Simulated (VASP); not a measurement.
## ZnS: single point with r2SCAN

ZnS:

```xyz
2
Lattice="0.0000 2.6945 2.6945 2.6945 0.0000 2.6945 2.6945 2.6945 0.0000" Properties=species:S:1:pos:R:3 pbc="T T T"
Zn    0.0000    0.0000    0.0000
S     3.6175    3.6175    3.4418
```

This cell differs from its parent crystal: atom 2 (S) moved by (-0.600, -0.600) A along [1 1 0] and z.

```json
{"Program": "VASP 6.6.1", "Task": "single point", "Functional": "r2SCAN", "Potentials or basis": "VASP PAW PBE potentials, release 64 (Zn, S)", "Cutoff": "520 eV", "k mesh": "8 × 8 × 8", "Occupations": "gaussian, width 0.05 eV", "Spin": "no spin polarisation"}
```

```yaml
Pressure: 6.4 GPa
Largest_force: 1.458 eV/Å
Band_gap_on_the_k_mesh: 2.74 eV, direct
```

Forces on the atoms (eV/Å):
```
Zn   0.439  0.439 -1.320
S   -0.439 -0.439  1.320
```

Stress tensor (GPa, compression positive):
```
 8.92 -6.28 -0.09
-6.28  8.92 -0.09
-0.09 -0.09  1.40
```

Levels at points of the mesh, in eV from the valence-band top:
```csv
k point,band 5,band 6,band 7,band 8,band 9,band 10,band 11,band 12,band 13,band 14
"(0.00, 0.00, 0.00)",-6.35,-6.33,-0.67,-0.17,0.00,2.74,6.97,7.75,9.43,10.34
"(0.50, 0.00, 0.00)",-6.38,-6.22,-5.34,-1.71,-0.20,4.47,6.53,9.27,9.41,12.10
"(0.00, 0.00, 0.50)",-6.43,-6.21,-5.05,-1.83,-0.31,4.29,6.73,9.21,9.25,11.72
"(0.50, 0.50, 0.50)",-6.28,-6.05,-4.11,-0.96,-0.29,3.32,6.15,6.95,8.41,12.69
"(0.50, 0.50, 0.00)",-6.32,-6.17,-4.54,-2.58,-1.44,2.86,4.48,11.41,13.18,13.87
"(0.00, 0.50, 0.50)",-6.28,-6.16,-4.78,-2.48,-1.19,2.88,4.32,11.60,13.08,14.43
```

Run time: 2.7 min on 1 thread of Intel(R) Xeon(R) 6975P-C (Granite Rapids), on a shared host, peak memory 0.22 GiB.

Caveat: the cell differs from its parent crystal (atom 2 (S) moved by (-0.600, -0.600) A along [1 1 0] and z); the PAW data sets were made with another functional, which shifts forces and pressure a little. A k mesh can miss the band edges.
